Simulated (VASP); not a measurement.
# CuO (Cccm) in VASP: a series of runs

The runs below take CuO through single point, with PBEsol.

Program: VASP 6.6.1. These are calculated values, not measurements. Logs are shortened: lines on timing, memory, paths and dates and some standing lists are left out, and cuts for length are marked.

**1. The cell of the first run**

Symmetry: Cccm, No. 66, orthorhombic system. Conventional cell: a = 3.982 Å, b = 4.307 Å, c = 5.156 Å, α = 90.00°, β = 90.00°, γ = 90.00°. Within 2.6 Å of Cu (site symmetry 2/m) lie 4 O at 1.95 Å. Within 2.6 Å of O (site symmetry 222) lie 4 Cu at 1.95 Å and 2 O at 2.58 Å.

**2. Single point, PBEsol**

Input file INCAR:

```
SYSTEM = CuO
PREC     = Accurate       ! precision mode
ENCUT    = 520            ! plane-wave cutoff, eV
EDIFF    = 1E-6           ! SCF threshold, eV
ISMEAR   = 0              ! smearing method
SIGMA    = 0.1            ! smearing width, eV
LREAL    = .FALSE.        ! projectors in reciprocal space
LASPH    = .TRUE.         ! aspherical terms in the spheres
NELM     = 60             ! most SCF steps
ALGO     = Normal         ! electronic algorithm
ISIF     = 2              ! what is computed and relaxed
LWAVE    = .FALSE.        ! write WAVECAR
LCHARG   = .FALSE.        ! write CHGCAR
GGA      = PS             ! functional
NBANDS   = 25             ! bands
```

Input file KPOINTS:

```
regular mesh
0
G
  14 14 8
  0 0 0
```

Input file POSCAR:

```
CuO
1.0
    1.9909680000     -2.1535500000      0.0000000000
    1.9909680000      2.1535500000      0.0000000000
    0.0000000000      0.0000000000      5.1559280000
Cu O
2 2
Direct
    0.0000000000      0.5000000000      0.0000000000
    0.5000000000      0.0000000000      0.5000000000
    0.5000000000      0.5000000000      0.2500000000
    0.5000000000      0.5000000000      0.7500000000
```

Potentials or basis: VASP PAW PBE potentials, release 64 (Cu, O).

Launch:

```console
> cat potpaw_PBE.64/Cu/POTCAR potpaw_PBE.64/O/POTCAR > POTCAR
> mpirun -np 1 vasp_std > vasp.out
```

OUTCAR:

```text
SYSTEM = CuO
   PREC = Accurate
   ENCUT = 520
   EDIFF = 1E-6
   ISMEAR = 0
   LREAL = .FALSE.
   LASPH = .TRUE.
   NELM = 60
   ISIF = 2
   GGA = PS

 ion  position               nearest neighbor table
   1  0.000  0.500  0.000-   3 1.95   4 1.95   3 1.95   4 1.95
   2  0.500  0.000  0.500-   3 1.95   4 1.95   3 1.95   4 1.95
   3  0.500  0.500  0.250-   1 1.95   2 1.95   2 1.95   1 1.95
   4  0.500  0.500  0.750-   1 1.95   2 1.95   2 1.95   1 1.95

  LATTYP: Found a base centered orthorhombic cell.
 ALAT       =     3.9819360000
 B/A-ratio  =     1.0816597755
 C/A-ratio  =     1.2948294498

  Lattice vectors:

 A1 = (   1.9909680000,  -2.1535500000,   0.0000000000)
 A2 = (   1.9909680000,   2.1535500000,   0.0000000000)
 A3 = (   0.0000000000,   0.0000000000,   5.1559280000)

Analysis of symmetry for initial positions (statically):
=====================================================================
 Subroutine PRICEL returns:
 Original cell was already a primitive cell.

 Routine SETGRP: Setting up the symmetry group for a
 base centered orthorhombic supercell.

 Subroutine GETGRP returns: Found  8 space group operations
 (whereof  4 operations were pure point group operations)
 out of a pool of  8 trial point group operations.

The static configuration has the point symmetry C_2h.
 The point group associated with its full space group is D_2h.

Analysis of symmetry for dynamics (positions and initial velocities):
=====================================================================
 Subroutine PRICEL returns:
 Original cell was already a primitive cell.

 Routine SETGRP: Setting up the symmetry group for a
 base centered orthorhombic supercell.

 Subroutine GETGRP returns: Found  8 space group operations
 (whereof  4 operations were pure point group operations)
 out of a pool of  8 trial point group operations.

The dynamic configuration has the point symmetry C_2h.
 The point group associated with its full space group is D_2h.

 Subroutine INISYM returns: Found  8 space group operations
 (whereof  4 operations are pure point group operations),
 and found     1 'primitive' translations

----------------------------------------------------------------------------------------

                                     Primitive cell

  volume of cell :      44.2136

  direct lattice vectors                    reciprocal lattice vectors
     1.990968000 -2.153550000  0.000000000     0.251134122 -0.232174781  0.000000000
     1.990968000  2.153550000  0.000000000     0.251134122  0.232174781  0.000000000
     0.000000000  0.000000000  5.155928000     0.000000000  0.000000000  0.193951506

  length of vectors
     2.932870809  2.932870809  5.155928000     0.342013854  0.342013854  0.193951506

  position of ions in fractional coordinates (direct lattice)
     0.000000000  0.500000000  0.000000000
     0.500000000  0.000000000  0.500000000
     0.500000000  0.500000000  0.250000000
     0.500000000  0.500000000  0.750000000

  ion indices of the primitive-cell ions
   primitive index   ion index
                 1           1
                 2           2
                 3           3
                 4           4

----------------------------------------------------------------------------------------

 KPOINTS: regular mesh

Automatic generation of k-mesh.
 Grid dimensions read from file:
 generate k-points for:   14   14    8

 Generating k-lattice:

  Cartesian coordinates                     Fractional coordinates (reciprocal lattice)
     0.017938152 -0.016583913  0.000000000     0.071428571  0.000000000  0.000000000
     0.017938152  0.016583913  0.000000000     0.000000000  0.071428571  0.000000000
     0.000000000  0.000000000  0.024243938     0.000000000  0.000000000  0.125000000

  Length of vectors
     0.024429561  0.024429561  0.024243938

  Shift w.r.t. Gamma in fractional coordinates (k-lattice)
     0.000000000  0.000000000  0.000000000

 Subroutine IBZKPT returns following result:
 ===========================================

 Found    285 irreducible k-points:

 Following reciprocal coordinates:
            Coordinates               Weight
  0.000000  0.000000  0.000000      1.000000
  0.071429  0.000000  0.000000      4.000000
  0.142857  0.000000  0.000000      4.000000
  0.214286  0.000000  0.000000      4.000000
  0.285714  0.000000  0.000000      4.000000
  0.357143  0.000000  0.000000      4.000000
[... 16 lines left out ...]
  0.214286  0.142857  0.000000      4.000000
  0.285714  0.142857  0.000000      4.000000
 [... further k-points ...]
   k-points           NKPTS =    285   k-points in BZ     NKDIM =    285   number of bands    NBANDS=     25
   number of dos      NEDOS =    301   number of ions     NIONS =      4
   total plane-waves  NPLWV =  23040
   dimension x,y,z NGX =    24 NGY =   24 NGZ =   40
   dimension x,y,z NGXF=    48 NGYF=   48 NGZF=   80
   ions per type =               2   2
   NGX,Y,Z   is equivalent  to a cutoff of  13.60, 13.60, 12.90 a.u.
   NGXF,Y,Z  is equivalent  to a cutoff of  27.21, 27.21, 25.79 a.u.
 SYSTEM =  CuO
   PREC   = accura    normal or accurate (medium, high low for compatibility)
   ISTART =      0    job   : 0-new  1-cont  2-samecut
   ICHARG =      2    charge: 1-file 2-atom 10-const
   ISPIN  =      1    spin polarized calculation?
   LNONCOLLINEAR =      F non collinear calculations
   LSORBIT =      F    spin-orbit coupling
   LASPH  =      T    aspherical Exc in radial PAW
   ENCUT  =  520.0 eV  38.22 Ry    6.18 a.u.   5.45  5.45  9.59*2*pi/ulx,y,z
   NELM   =     60;   NELMIN=  2; NELMDL= -5     # of ELM steps
   EDIFF  = 0.1E-05   stopping-criterion for ELM
   LREAL  =      F    real-space projection
   EDIFFG = 0.1E-04   stopping-criterion for IOM
   NSW    =      0    number of steps for IOM
   IBRION =     -1    ionic relax: 0-MD 1-quasi-New 2-CG
   NFREE  =      0    steps in history (QN), initial steepest desc. (CG)
   ISIF   =      2    stress and relaxation
   ISYM   =      2    0-nonsym 1-usesym 2-fastsym
   POTIM  = 0.5000    time-step for ionic-motion
   TEBEG  =    0.0;   TEEND  =   0.0 temperature during run
   PSTRESS=    0.0 pullay stress
   NELECT =      34.0000    total number of electrons
   NUPDOWN=      -1.0000    fix difference up-down
   EMIN   =  10.00;   EMAX   =-10.00  energy-range for DOS
   EFERMI =   0.00;   METHOD = LEGACY
   ISMEAR =     0;   SIGMA  =   0.10  broadening in eV -4-tet -1-fermi 0-gaus
   EFERMI_NEDOS =   21; number of points for ismear=-14 and -15
   IALGO  =     38    algorithm
   IMIX   =      4    mixing-type and parameters
     AMIX     =   0.40;   BMIX     =  1.00
     AMIX_MAG =   1.60;   BMIX_MAG =  1.00
  volume/ion in A,a.u.               =      11.05        74.59
  Fermi-wavevector in a.u.,A,eV,Ry     =   1.499854  2.834314 30.607167  2.249563
  Thomas-Fermi vector in A             =   2.611430
   LORBIT       =      0    0 simple, 1 ext, 2 COOP (PROOUT), +10 PAW based schemes
   GGA     = PS    functional components
   LHFCALC =     F    Hartree Fock is set to
   AEXX    =    0.0000 exact exchange contribution
   IVDW    =     0    specifies the selected vdW correction
   LEPSILON=     F    determine dielectric tensor
   LRPA    =     F    only Hartree local field effects (RPA)
 non-spin polarized calculation
 Gauss-broadening in eV      SIGMA  =   0.10
  energy-cutoff  :      520.00
  volume of cell :       44.21
 maximum number of plane-waves:      1215
 NGX is ok and might be reduce to    24
   NGX = 11   NGY = 11   NGZ = 19

 number of electron      33.9999999 magnetization

 Free energy of the ion-electron system (eV)
  ---------------------------------------------------
  ext. energy  EPLUGINS =         0.00000000
  ---------------------------------------------------
  free energy    TOTEN  =       -21.45471811 eV

  energy without entropy =      -21.44171891  energy(sigma->0) =      -21.44821851

 E-fermi :   4.7444     XC(G=0): -11.6084

 val. band max:        4.7443581785   @ k =   0.4286   0.3571   0.3750
 cond. band min:       4.7454098997   @ k =   0.3571   0.0000   0.1250
 fundamental gap:      0.0010517213
 Fermi energy:         4.7443756297

 k-point     1 :       0.0000    0.0000    0.0000
  band No.  band energies     occupation
      1     -14.9825      2.00000
      2     -13.6527      2.00000
      3      -3.4232      2.00000
      4      -0.7659      2.00000
      5      -0.6033      2.00000
      6       1.0183      2.00000
[... 17 lines left out ...]
     24      19.2499      0.00000
     25      19.4645      0.00000

 k-point     2 :       0.0714    0.0000    0.0000
  band No.  band energies     occupation
      1     -14.9547      2.00000
      2     -13.6443      2.00000
      3      -3.3753      2.00000
      4      -0.7745      2.00000
      5      -0.6097      2.00000
      6       0.6948      2.00000
[... 17 lines left out ...]
     24      19.2833      0.00000
     25      19.4956      0.00000

 k-point     3 :       0.1429    0.0000    0.0000
  band No.  band energies     occupation
      1     -14.8757      2.00000
      2     -13.6200      2.00000
      3      -3.2378      2.00000
      4      -0.8129      2.00000
      5      -0.6029      2.00000
      6       0.0432      2.00000
[... 17 lines left out ...]
     24      19.5110      0.00000
     25      19.5544      0.00000

 k-point     4 :       0.2143    0.0000    0.0000
  band No.  band energies     occupation
      1     -14.7578      2.00000
      2     -13.5844      2.00000
      3      -3.0308      2.00000
      4      -0.8718      2.00000
      5      -0.6799      2.00000
      6      -0.5644      2.00000
[... 17 lines left out ...]
     24      19.3638      0.00000
     25      19.7508      0.00000
[... 477 lines left out ...]
 k-point    22 :       0.1429    0.1429    0.0000
  band No.  band energies     occupation
      1     -14.7636      2.00000
      2     -13.5849      2.00000
      3      -3.0420      2.00000
      4      -0.8531      2.00000
      5      -0.6326      2.00000
      6      -0.1653      2.00000
[... 17 lines left out ...]
     24      17.7537      0.00000
     25      19.4939      0.00000

 k-point    23 :       0.2143    0.1429    0.0000
  band No.  band energies     occupation
      1     -14.6463      2.00000
      2     -13.5501      2.00000
      3      -2.8312      2.00000
      4      -0.8881      2.00000
      5      -0.7119      2.00000
      6      -0.6125      2.00000
[... 17 lines left out ...]
     24      17.2359      0.00000
     25      19.4551      0.00000

 k-point    24 :       0.2857    0.1429    0.0000
  band No.  band energies     occupation
      1     -14.5126      2.00000
      2     -13.5124      2.00000
      3      -2.5865      2.00000
      4      -1.3347      2.00000
      5      -0.9059      2.00000
      6      -0.5644      2.00000
[... 17 lines left out ...]
     24      17.3066      0.00000
     25      19.1604      0.00000

 [... further k-points ...]
[... 5 lines left out ...]
  --------------------------------------------------------------------------------------
  -------------------------------------------------------------------------------------
  Total       -1.1260492     -1.5273903     -1.8348043     -0.0000000      0.0000000      0.0000000
  in kB      -40.8048594    -55.3483300    -66.4881500     -0.0000000      0.0000000      0.0000000
  external PRESSURE =     -54.2137798 kB  Pullay stress =       0.0000000 kB

 VOLUME and BASIS-vectors are now :
 -----------------------------------------------------------------------------
  energy-cutoff  :      520.00
  volume of cell :       44.21
      direct lattice vectors                 reciprocal lattice vectors
     1.990968000 -2.153550000  0.000000000     0.251134122 -0.232174781  0.000000000
     1.990968000  2.153550000  0.000000000     0.251134122  0.232174781  0.000000000
     0.000000000  0.000000000  5.155928000     0.000000000  0.000000000  0.193951506

 POSITION                                       TOTAL-FORCE (eV/Angst)
 -----------------------------------------------------------------------------------
      0.99548      1.07678      0.00000        -0.000000     -0.000000      0.000000
      0.99548     -1.07678      2.57796         0.000000      0.000000      0.000000
      1.99097      0.00000      1.28898        -0.000000      0.000000      0.000000
      1.99097      0.00000      3.86695        -0.000000     -0.000000     -0.000000
 -----------------------------------------------------------------------------------
    total drift:                                0.000000     -0.000000     -0.000000

  FREE ENERGIE OF THE ION-ELECTRON SYSTEM (eV)
  ---------------------------------------------------
  free  energy   TOTEN  =       -21.4547181110 eV

  energy  without entropy=      -21.4417189062  energy(sigma->0) =      -21.44821851
```

Run time: 2.2 min. Hardware: 1 thread of Intel Xeon Platinum 8488C (Sapphire Rapids), shared host; peak memory 0.36 GiB.

Results:

```yaml
Free_energy: -21.4547 eV
Pressure: -5.4 GPa
Band_gap_on_the_k_mesh: zero (bands 17 and 18 overlap by 1.10 eV)
```

Caveat: the cell stands under tension; the PAW data sets were made with another functional, which shifts forces and pressure a little; semilocal functionals often make such compounds metallic where correlation or magnetic order opens a gap, which also shifts bond lengths.

(Continued in part 2 of 2.)
